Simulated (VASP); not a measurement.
A run of VASP 6.6.1:

The input INCAR:

```
PREC = Accurate
ENCUT = 520
EDIFF = 1E-6
ISMEAR = 0
SIGMA = 0.1
LREAL = F
LASPH = T
NELM = 80
ALGO = Fast
ISIF = 2
LWAVE = F
LCHARG = F
GGA = PE
NBANDS = 35
```

KPOINTS

```
Automatic mesh
0
Gamma
  8 6 14
```

Contents of POSCAR:

```
Ti2Be
1.0
    5.1692390070      0.0000000000      0.0000000000
    0.0000000000      6.4047725435      0.0000000000
    0.0000000000      0.0000000000      2.7884656254
Ti Be
4 2
Direct
    0.8834739028      0.2955305853      0.5000000000
    0.6165260972      0.7955305853      0.0000000000
    0.1165260972      0.7044694147      0.5000000000
    0.3834739028      0.2044694147      0.0000000000
    0.5000000000      0.5000000000      0.5000000000
    0.0000000000      0.0000000000      0.0000000000
```

Potentials or basis: VASP PAW PBE potentials, release 64 (Ti_sv, Be).

Run with:

```sh
$ cat potpaw_PBE.64/Ti_sv/POTCAR potpaw_PBE.64/Be/POTCAR > POTCAR
$ mpirun -np 1 vasp_std > vasp.out
```

Hardware: 1 thread of Intel(R) Xeon(R) 6975P-C (Granite Rapids), with other jobs on the host.

Q: Estimate the wall time of this run.

A: Run time: 11 min on 1 thread of Intel(R) Xeon(R) 6975P-C (Granite Rapids), on a shared host, peak memory 0.49 GiB. Counts: scf iterations 42, k points 160.
